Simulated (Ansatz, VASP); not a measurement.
# Ru: VASP beside Ansatz

INCAR

```
SYSTEM = Ru
ALGO     = Fast           ! electronic algorithm
EDIFF    = 1E-6           ! SCF threshold, eV
ENCUT    = 520            ! plane-wave cutoff, eV
GGA      = PE             ! functional
ISIF     = 2              ! what is computed and relaxed
ISMEAR   = 0              ! smearing method
LASPH    = .TRUE.         ! aspherical terms in the spheres
LCHARG   = .FALSE.        ! write CHGCAR
LREAL    = .FALSE.        ! projectors in reciprocal space
LWAVE    = .FALSE.        ! write WAVECAR
NBANDS   = 21             ! bands
NELM     = 100            ! most SCF steps
PREC     = Accurate       ! precision mode
SIGMA    = 0.15           ! smearing width, eV
```

Contents of KPOINTS:

```
k-points
0
G
  30 30 16
  0 0 0
```

File POSCAR:

```
Ru
1.0
    2.7966855237      0.0000000000      0.0000000000
   -1.3983427618      2.4220007099      0.0000000000
    0.0000000000      0.0000000000      4.0644389801
Ru
2
Direct
    0.3333333333      0.6666666667      0.2500000000
    0.6666666667      0.3333333333      0.7500000000
```

Input for Ansatz:

```yaml
crystal:
  lattice:
    - [2.7966855237, 0.0, 0.0]
    - [-1.3983427618, 2.4220007099, 0.0]
    - [0.0, 0.0, 4.0644389801]
  atoms:
    - { symbol: Ru, position: [0.3333333333, 0.6666666667, 0.25] }
    - { symbol: Ru, position: [0.6666666667, 0.3333333333, 0.75] }
basis:
  ecutwfc: 420
kpoints:
  mp_grid: { grid: [30, 30, 16] }
hamiltonian:
  xc: pbe
scf:
  occupations: { method: gaussian, width: 0.15 }
output:
  forces: true
  stress: true
  eigenvalues: true
```

Alike in both runs: task single point; functional PBE; k mesh 30 × 30 × 16; occupations gaussian, width 0.15 eV; no spin polarisation.

|  | VASP | Ansatz |
| --- | --- | --- |
| version | VASP 6.6.1 | Ansatz 0.2.0 |
| potentials or method | VASP PAW PBE potentials, release 64 (Ru_pv), cutoff 520 eV | scalar-relativistic, plane waves, PAW |
| valence electrons in the cell | 28 | 32 |

```tsv
	VASP	Ansatz	Ansatz less VASP
gap on the k mesh at the Fermi level (eV)	none	none	-
pressure (GPa)	3.5	3.5	+0.08
traceless stress, the component that is largest in VASP (GPa)	22.75	22.75	-0.002
```

A gap of «none» marks a metal or a gap that the smearing closes. The functional is the same, so the differences come from potentials, cutoffs and numerics. VASP's potentials hold 28 valence electrons a cell and Ansatz's 32, so a difference there can come from the potentials and not from the codes.
